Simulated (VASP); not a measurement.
Input of a VASP 6.6.1 run:

File INCAR:

```
PREC = Accurate
ENCUT = 520
EDIFF = 1E-6
ISMEAR = -1
SIGMA = 0.16
LREAL = Auto
LASPH = T
NELM = 100
ALGO = Normal
ISIF = 2
LWAVE = F
LCHARG = F
GGA = PE
NBANDS = 38
```

File KPOINTS:

```
Automatic mesh
0
Gamma
  2 2 2
```

The input POSCAR:

```
Li
1.0
    7.3128730000      0.0000000000      0.0000000000
    0.0000000000      7.3128730000      0.0000000000
    0.0000000000      0.0000000000      7.3128730000
Li
16
Direct
    0.0653231637      0.0153428071      0.0216330846
    0.6729092656     -0.0148641991      0.0421585333
   -0.0262140475      0.4933355194     -0.2035998711
    0.0382612962      0.0646941359      0.3781413953
    0.3099739323      0.2124199340      0.1290464090
    0.5058203527      0.4545135681     -0.0880638841
    0.4860606768     -0.0854657260      0.3278465249
    0.9057042287      0.3253851120      0.0428285846
    0.1554245507      0.4530093713      0.4064066202
    0.1437191648      0.7085587292      0.3271354500
    0.2998274413      0.0958993818      0.6911920937
    0.6258552555      0.3159223468      0.3481805304
    0.8444287218      0.7224520377      0.1782199691
    0.7492677638      0.2197631492      0.6845052553
    0.1741449633      0.7807054765      0.7157515247
    0.5398015253      0.7155737560      0.5951286177
```

Potentials or basis: VASP PAW PBE potentials, release 64 (Li_sv).

Run with:

```sh
$ cat potpaw_PBE.64/Li_sv/POTCAR > POTCAR
$ mpirun -np 1 vasp_std > vasp.out
```

What does it give for the largest force?

1.804 eV/Å.

What does it give for the band gap on the k mesh?

Zero (bands 24 and 25 overlap by 0.81 eV).

Forces on the atoms (eV/Å):
```
Li  -0.083 -0.608 -0.442
Li  -0.226  0.499 -0.694
Li   0.191  0.372 -0.600
Li  -0.406  0.077  0.344
Li   0.237  0.221  0.033
Li  -0.024  0.188  0.119
Li  -0.444  0.279 -0.017
Li  -0.218 -0.144  1.001
Li   0.131 -1.672  0.664
Li   0.550  1.419 -0.602
Li   0.328  0.730 -0.112
Li   0.013  0.245 -0.183
Li  -0.341 -0.577  0.051
Li   0.046 -0.498  0.070
Li  -0.136 -0.178  0.090
Li   0.381 -0.354  0.278
```

Caveat: the k points lie up to 0.43 Å⁻¹ apart, too coarse for converged energies and pressures of a metal; forces of over 1 eV/Å act on the atoms, so gaps and moduli don't describe the material at rest.
